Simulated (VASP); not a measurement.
A run of VASP 6.6.1 is set up as follows.

INCAR

```
PREC = Accurate
ENCUT = 600
EDIFF = 1E-6
ISMEAR = 0
SIGMA = 0.01
LREAL = False
LASPH = True
NELM = 120
ALGO = Normal
ISIF = 2
LWAVE = False
LCHARG = False
GGA = PS
IVDW = 12
NBANDS = 36
GGA_COMPAT = False
```

File KPOINTS:

```
regular mesh
0
Gamma
  4 4 4
```

Contents of POSCAR:

```
MgO
1.0
    5.6405780000      0.0000000000      0.0000000000
    0.0000000000      5.6405780000      0.0000000000
    0.0000000000      0.0000000000      5.6405780000
Mg O
6 6
Direct
    0.2500000000      0.0000000000      0.5000000000
    0.0000000000      0.5000000000      0.2500000000
    0.0000000000      0.5000000000      0.7500000000
    0.5000000000      0.2500000000      0.0000000000
    0.5000000000      0.7500000000      0.0000000000
    0.7500000000      0.0000000000      0.5000000000
    0.2500000000      0.5000000000      0.0000000000
    0.0000000000      0.2500000000      0.5000000000
    0.0000000000      0.7500000000      0.5000000000
    0.5000000000      0.0000000000      0.2500000000
    0.5000000000      0.0000000000      0.7500000000
    0.7500000000      0.5000000000      0.0000000000
```

Potentials or basis: VASP PAW PBE potentials, release 64 (Mg, O).

Run with:

```console
$ cat potpaw_PBE.64/Mg/POTCAR potpaw_PBE.64/O/POTCAR > POTCAR
$ mpirun -np 1 vasp_std > vasp.out
```

**Question.** What does it give for the band gap on the k mesh?

**Answer.** 2.78 eV.

**Question.** Estimate the dispersion energy per atom.

**Answer.** -0.155 eV.

**Question.** Predict the pressure.

**Answer.** -4.6 GPa.

Caveat: three body term missing; the cell stands under tension; the PAW data sets were made with another functional, which shifts forces and pressure a little.
